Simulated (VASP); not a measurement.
# TiO2 (I4_1/amd) in VASP: relaxation of shape and atoms at fixed volume with PBE+U

Aim: the relaxation of shape and atoms at fixed volume of TiO2 with PBE+U.

Program: VASP 6.6.1. These are calculated values, not measurements. Logs are shortened: lines on timing, memory, paths and dates and some standing lists are left out, and cuts for length are marked.

## (1) The cell of the first run

The structure is tetragonal, space group I4_1/amd (No. 141). Conventional cell: a = 3.755 Å, b = 3.755 Å, c = 9.497 Å, α = 90.00°, β = 90.00°, γ = 90.00°. Within 2.5 Å of Ti (site symmetry -4m2) lie 6 O at 1.92 to 1.97 Å. O (site symmetry 2mm) has 3 Ti at 1.92 to 1.97 Å and 2 O at 2.44 Å within 2.5 Å.

## (2) Relaxation of shape and atoms at fixed volume, PBE+U (11.16 Å³/atom)

The input, INCAR:

```
SYSTEM = TiO2
  ALGO = Normal
  EDIFF = 1E-6
  EDIFFG = -0.01
  ENCUT = 600
  GGA = PE
  IBRION = 2
  ISIF = 4
  ISMEAR = 0
  LASPH = .True.
  LCHARG = .False.
  LDAU = .True.
  LDAUJ = 0 0
  LDAUL = 2 -1
  LDAUPRINT = 1
  LDAUTYPE = 2
  LDAUU = 4 0
  LMAXMIX = 4
  LREAL = .False.
  LWAVE = .False.
  NELM = 150
  NSW = 50
  PREC = Accurate
  SIGMA = 0.02
```

The input, KPOINTS:

```
k-points
0
Gamma
  8 8 8
  0 0 0
```

The input, POSCAR:

```
TiO2
1.0
   -1.8777129178      1.8777129178      4.7487412091
    1.8777129178     -1.8777129178      4.7487412091
    1.8777129178      1.8777129178     -4.7487412091
Ti O
2 4
Direct
    0.0000000000      0.0000000000      0.0000000000
    0.7500000000      0.2500000000      0.5000000000
    0.2074374149      0.2074374149      0.0000000000
    0.9574374149      0.4574374149      0.5000000000
    0.5425625851      0.0425625851      0.5000000000
    0.7925625851      0.7925625851      0.0000000000
```

Potentials or basis: VASP PAW PBE potentials, release 64 (Ti_sv, O).

Launch:

```sh
> cat potpaw_PBE.64/Ti_sv/POTCAR potpaw_PBE.64/O/POTCAR > POTCAR
> mpirun -np 1 vasp_std > vasp.out
```

OUTCAR:

```text
SYSTEM = TiO2
   EDIFF = 1E-6
   EDIFFG = -0.01
   ENCUT = 600
   GGA = PE
   IBRION = 2
   ISIF = 4
   ISMEAR = 0
   LASPH = .True.
   LREAL = .False.
   NELM = 150
   NSW = 50
   PREC = Accurate

 ion  position               nearest neighbor table
   1  0.000  0.000  0.000-   4 1.92   5 1.92   5 1.92   4 1.92   3 1.97   6 1.97
   2  0.750  0.250  0.500-   3 1.92   6 1.92   6 1.92   3 1.92   4 1.97   5 1.97
   3  0.207  0.207  0.000-   2 1.92   2 1.92   1 1.97
   4  0.957  0.457  0.500-   1 1.92   1 1.92   2 1.97
   5  0.543  0.043  0.500-   1 1.92   1 1.92   2 1.97
   6  0.793  0.793  0.000-   2 1.92   2 1.92   1 1.97

  LATTYP: Found a body centered tetragonal cell.
 ALAT       =     3.7554258356
 C/A-ratio  =     2.5290027906

  Lattice vectors:

 A1 = (  -1.8777129178,   1.8777129178,   4.7487412091)
 A2 = (   1.8777129178,  -1.8777129178,   4.7487412091)
 A3 = (   1.8777129178,   1.8777129178,  -4.7487412091)

Analysis of symmetry for initial positions (statically):
=====================================================================
 Subroutine PRICEL returns:
 Original cell was already a primitive cell.

 Routine SETGRP: Setting up the symmetry group for a
 body centered tetragonal supercell.

 Subroutine GETGRP returns: Found 16 space group operations
 (whereof  8 operations were pure point group operations)
 out of a pool of 16 trial point group operations.

The static configuration has the point symmetry D_2d.
 The point group associated with its full space group is D_4h.

Analysis of symmetry for dynamics (positions and initial velocities):
=====================================================================
 Subroutine PRICEL returns:
 Original cell was already a primitive cell.

 Routine SETGRP: Setting up the symmetry group for a
 body centered tetragonal supercell.

 Subroutine GETGRP returns: Found 16 space group operations
 (whereof  8 operations were pure point group operations)
 out of a pool of 16 trial point group operations.

The dynamic configuration has the point symmetry D_2d.
 The point group associated with its full space group is D_4h.

 Subroutine INISYM returns: Found 16 space group operations
 (whereof  8 operations are pure point group operations),
 and found     1 'primitive' translations

----------------------------------------------------------------------------------------

                                     Primitive cell

  volume of cell :      66.9726

  direct lattice vectors                    reciprocal lattice vectors
    -1.877712918  1.877712918  4.748741209     0.000000000  0.266281387  0.105291061
     1.877712918 -1.877712918  4.748741209     0.266281387  0.000000000  0.105291061
     1.877712918  1.877712918 -4.748741209     0.266281387  0.266281387  0.000000000

  length of vectors
     5.440786218  5.440786218  5.440786218     0.286342425  0.286342425  0.376578749

  position of ions in fractional coordinates (direct lattice)
     0.000000000  0.000000000  0.000000000
     0.750000000  0.250000000  0.500000000
     0.207437415  0.207437415  0.000000000
     0.957437415  0.457437415  0.500000000
     0.542562585  0.042562585  0.500000000
     0.792562585  0.792562585  0.000000000

  ion indices of the primitive-cell ions
   primitive index   ion index
                 1           1
                 2           2
                 3           3
                 4           4
                 5           5
                 6           6

[... 120 lines left out ...]
  ---------------------------------------------------
  ext. energy  EPLUGINS =         0.00000000
  ---------------------------------------------------
  free energy    TOTEN  =       -48.23876703 eV

  energy without entropy =      -48.23876703  energy(sigma->0) =      -48.23876703

------------------------ aborting loop because EDIFF is reached ----------------------------------------

  FORCE on cell =-STRESS in cart. coord.  units (eV):
  Direction    XX          YY          ZZ          XY          YZ          ZX
  --------------------------------------------------------------------------------------
  -------------------------------------------------------------------------------------
  Total        7.5889336      7.5889336      7.2800797      0.0000000     -0.0000000      0.0000000
  in kB      181.5492474    181.5492474    174.1605699      0.0000000     -0.0000000      0.0000000
  external PRESSURE =     179.0863549 kB  Pullay stress =       0.0000000 kB
[... 141 lines left out ...]
  FREE ENERGIE OF THE ION-ELECTRON SYSTEM (eV)
  ---------------------------------------------------
  free  energy   TOTEN  =       -48.2707198473 eV

  energy  without entropy=      -48.2707198473  energy(sigma->0) =      -48.27071985

atom =   1  type =  1  l = 2

 onsite density matrix

spin component  1

  0.1071  0.0000 -0.0000  0.0000  0.0000
  0.0000  0.1018  0.0000 -0.0000 -0.0000
 -0.0000  0.0000  0.2588  0.0000 -0.0000
  0.0000 -0.0000  0.0000  0.1018 -0.0000
  0.0000 -0.0000 -0.0000 -0.0000  0.2541

spin component  2

  0.1071  0.0000 -0.0000  0.0000  0.0000
  0.0000  0.1018  0.0000 -0.0000 -0.0000
 -0.0000  0.0000  0.2588  0.0000 -0.0000
  0.0000 -0.0000  0.0000  0.1018 -0.0000
  0.0000 -0.0000 -0.0000 -0.0000  0.2541

 occupancies and eigenvectors

  o =  0.1018  v =  0.0000  0.0275 -0.0000  0.9996  0.0000  0.0000  0.0000  0.0000  0.0000  0.0000      0.0000  0.0000  0.0000  0.0000  0.0000  0.0000  0.0000  0.0000  0.0000  0.0000
  o =  0.1018  v =  0.0000  0.0000  0.0000  0.0000  0.0000  0.0000  0.0275 -0.0000  0.9996  0.0000      0.0000  0.0000  0.0000  0.0000  0.0000  0.0000  0.0000  0.0000  0.0000  0.0000
  o =  0.1018  v =  0.0000 -0.9996  0.0000  0.0275  0.0000  0.0000  0.0000  0.0000  0.0000  0.0000      0.0000  0.0000  0.0000  0.0000  0.0000  0.0000  0.0000  0.0000  0.0000  0.0000
  o =  0.1018  v =  0.0000  0.0000  0.0000  0.0000  0.0000  0.0000 -0.9996  0.0000  0.0275  0.0000      0.0000  0.0000  0.0000  0.0000  0.0000  0.0000  0.0000  0.0000  0.0000  0.0000
  o =  0.1071  v =  0.0000  0.0000  0.0000  0.0000  0.0000  1.0000  0.0000  0.0000  0.0000  0.0000      0.0000  0.0000  0.0000  0.0000  0.0000  0.0000  0.0000  0.0000  0.0000  0.0000
  o =  0.1071  v =  1.0000  0.0000  0.0000  0.0000  0.0000  0.0000  0.0000  0.0000  0.0000  0.0000      0.0000  0.0000  0.0000  0.0000  0.0000  0.0000  0.0000  0.0000  0.0000  0.0000
  o =  0.2541  v =  0.0000  0.0000  0.0000  0.0000  0.0000  0.0000  0.0000  0.0000 -0.0000  1.0000      0.0000  0.0000  0.0000  0.0000  0.0000  0.0000  0.0000  0.0000  0.0000  0.0000
  o =  0.2541  v =  0.0000  0.0000  0.0000 -0.0000  1.0000  0.0000  0.0000  0.0000  0.0000  0.0000      0.0000  0.0000  0.0000  0.0000  0.0000  0.0000  0.0000  0.0000  0.0000  0.0000
  o =  0.2588  v =  0.0000  0.0000  1.0000  0.0000 -0.0000  0.0000  0.0000  0.0000  0.0000  0.0000      0.0000  0.0000  0.0000  0.0000  0.0000  0.0000  0.0000  0.0000  0.0000  0.0000
  o =  0.2588  v =  0.0000  0.0000  0.0000  0.0000  0.0000  0.0000  0.0000  1.0000  0.0000 -0.0000      0.0000  0.0000  0.0000  0.0000  0.0000  0.0000  0.0000  0.0000  0.0000  0.0000

atom =   2  type =  1  l = 2

 onsite density matrix

spin component  1

  0.1071  0.0000 -0.0000  0.0000  0.0000
  0.0000  0.1018  0.0000 -0.0000 -0.0000
 -0.0000  0.0000  0.2588  0.0000  0.0000
  0.0000 -0.0000  0.0000  0.1018 -0.0000
  0.0000 -0.0000  0.0000 -0.0000  0.2541

spin component  2

  0.1071  0.0000 -0.0000  0.0000  0.0000
  0.0000  0.1018  0.0000 -0.0000 -0.0000
 -0.0000  0.0000  0.2588  0.0000  0.0000
  0.0000 -0.0000  0.0000  0.1018 -0.0000
  0.0000 -0.0000  0.0000 -0.0000  0.2541

 occupancies and eigenvectors

  o =  0.1018  v =  0.0000  0.7291 -0.0000  0.6844  0.0000  0.0000  0.0000  0.0000  0.0000  0.0000      0.0000  0.0000  0.0000  0.0000  0.0000  0.0000  0.0000  0.0000  0.0000  0.0000
  o =  0.1018  v =  0.0000  0.0000  0.0000  0.0000  0.0000  0.0000  0.7291 -0.0000  0.6844  0.0000      0.0000  0.0000  0.0000  0.0000  0.0000  0.0000  0.0000  0.0000  0.0000  0.0000
  o =  0.1018  v =  0.0000 -0.6844  0.0000  0.7291  0.0000  0.0000  0.0000  0.0000  0.0000  0.0000      0.0000  0.0000  0.0000  0.0000  0.0000  0.0000  0.0000  0.0000  0.0000  0.0000
  o =  0.1018  v =  0.0000  0.0000  0.0000  0.0000  0.0000  0.0000 -0.6844  0.0000  0.7291  0.0000      0.0000  0.0000  0.0000  0.0000  0.0000  0.0000  0.0000  0.0000  0.0000  0.0000
  o =  0.1071  v =  0.0000  0.0000  0.0000  0.0000  0.0000  1.0000  0.0000  0.0000  0.0000  0.0000      0.0000  0.0000  0.0000  0.0000  0.0000  0.0000  0.0000  0.0000  0.0000  0.0000
  o =  0.1071  v =  1.0000  0.0000  0.0000  0.0000  0.0000  0.0000  0.0000  0.0000  0.0000  0.0000      0.0000  0.0000  0.0000  0.0000  0.0000  0.0000  0.0000  0.0000  0.0000  0.0000
  o =  0.2541  v =  0.0000  0.0000  0.0000  0.0000  0.0000  0.0000  0.0000  0.0000 -0.0000  1.0000      0.0000  0.0000  0.0000  0.0000  0.0000  0.0000  0.0000  0.0000  0.0000  0.0000
  o =  0.2541  v =  0.0000  0.0000  0.0000 -0.0000  1.0000  0.0000  0.0000  0.0000  0.0000  0.0000      0.0000  0.0000  0.0000  0.0000  0.0000  0.0000  0.0000  0.0000  0.0000  0.0000
  o =  0.2588  v =  0.0000  0.0000  1.0000  0.0000 -0.0000  0.0000  0.0000  0.0000  0.0000  0.0000      0.0000  0.0000  0.0000  0.0000  0.0000  0.0000  0.0000  0.0000  0.0000  0.0000
  o =  0.2588  v =  0.0000  0.0000  0.0000  0.0000  0.0000  0.0000  0.0000  1.0000  0.0000 -0.0000      0.0000  0.0000  0.0000  0.0000  0.0000  0.0000  0.0000  0.0000  0.0000  0.0000

--------------------------------------- Ionic step        5  -------------------------------------------

 number of electron      48.0000002 magnetization

 Free energy of the ion-electron system (eV)
  ---------------------------------------------------
  ext. energy  EPLUGINS =         0.00000000
  ---------------------------------------------------
  free energy    TOTEN  =       -48.28544230 eV

  energy without entropy =      -48.28544230  energy(sigma->0) =      -48.28544230

 E-fermi :   4.1242     XC(G=0): -10.8670

 val. band max:        3.8604930998   @ k =   0.5000   0.5000  -0.0000
 cond. band min:       6.3791667916   @ k =   0.0000   0.0000   0.0000
 fundamental gap:      2.5186736918
 Fermi energy:         4.1242400808

 k-point     1 :       0.0000    0.0000    0.0000
  band No.  band energies     occupation
      1     -53.5888      2.00000
      2     -53.5208      2.00000
      3     -30.0063      2.00000
      4     -29.7752      2.00000
      5     -29.7752      2.00000
      6     -29.6943      2.00000
[... 733 lines left out ...]
     27       8.0083      0.00000
     28       8.1393      0.00000

 [... further k-points ...]

------------------------ aborting loop because EDIFF is reached ----------------------------------------

  FORCE on cell =-STRESS in cart. coord.  units (eV):
  Direction    XX          YY          ZZ          XY          YZ          ZX
  --------------------------------------------------------------------------------------
  -------------------------------------------------------------------------------------
  Total        5.9851002      5.9851002      6.0559787      0.0000000     -0.0000000      0.0000000
  in kB      143.1809115    143.1809115    144.8765322      0.0000000     -0.0000000      0.0000000
  external PRESSURE =     143.7461184 kB  Pullay stress =       0.0000000 kB
[... 21 lines left out ...]
  FREE ENERGIE OF THE ION-ELECTRON SYSTEM (eV)
  ---------------------------------------------------
  free  energy   TOTEN  =       -48.2854422991 eV

  energy  without entropy=      -48.2854422991  energy(sigma->0) =      -48.28544230

 reached required accuracy - stopping structural energy minimisation
```

It took 6.6 min on 1 thread of Intel Xeon 6975P-C (Granite Rapids), shared host; peak memory 0.4 GiB.

Results:

| Item | Value |
| --- | --- |
| Free energy | -48.2854 eV |
| Energy gained by relaxing | 7.8 meV/atom |
| Ionic steps | 5 |
| Pressure after relaxing | 14.4 GPa |
| Largest force after relaxing | 0.004 eV/Å |
| Band gap on the k mesh | 2.52 eV (least direct gap 3.01 eV) |

Forces on the atoms (eV/Å):
```
Ti   0.000  0.000  0.000
Ti   0.000  0.000  0.000
O    0.000  0.000  0.004
O    0.000  0.000  0.004
O    0.000  0.000 -0.004
O    0.000  0.000 -0.004
```

Stress tensor (GPa, compression positive):
```
14.32  0.00  0.00
 0.00 14.32  0.00
 0.00  0.00 14.49
```

The path:
```csv
step,energy change (eV),largest force (eV/Å),pressure (GPa),volume (Å³)
1,0.0000,0.3609,17.91,66.97
2,-0.0175,0.0997,16.90,66.97
3,-0.0205,0.0573,16.27,66.97
4,-0.0320,0.0444,15.79,66.97
5,-0.0467,0.0039,14.37,66.97
```

Final structure:
```cif
data_structure
_symmetry_space_group_name_H-M 'P 1'
_symmetry_Int_Tables_number 1
_cell_length_a 5.3469
_cell_length_b 5.3469
_cell_length_c 5.3469
_cell_angle_alpha 138.285
_cell_angle_beta 138.285
_cell_angle_gamma 60.467
_cell_volume 66.97
loop_
_atom_site_label
_atom_site_type_symbol
_atom_site_fract_x
_atom_site_fract_y
_atom_site_fract_z
_atom_site_occupancy
Ti1 Ti 0.00000 0.00000 0.00000 1
Ti2 Ti 0.75000 0.25000 0.50000 1
O1 O 0.21372 0.21372 0.00000 1
O2 O 0.96372 0.46372 0.50000 1
O3 O 0.53628 0.03628 0.50000 1
O4 O 0.78628 0.78628 0.00000 1
```

Eigenvalues of the final occupation matrices:
```csv
site,spin,trace,eigenvalues
site 1 d,1,0.82,0.10 0.10 0.11 0.25 0.26
site 1 d,2,0.82,0.10 0.10 0.11 0.25 0.26
site 2 d,1,0.82,0.10 0.10 0.11 0.25 0.26
site 2 d,2,0.82,0.10 0.10 0.11 0.25 0.26
```

A k mesh can miss the band edges.
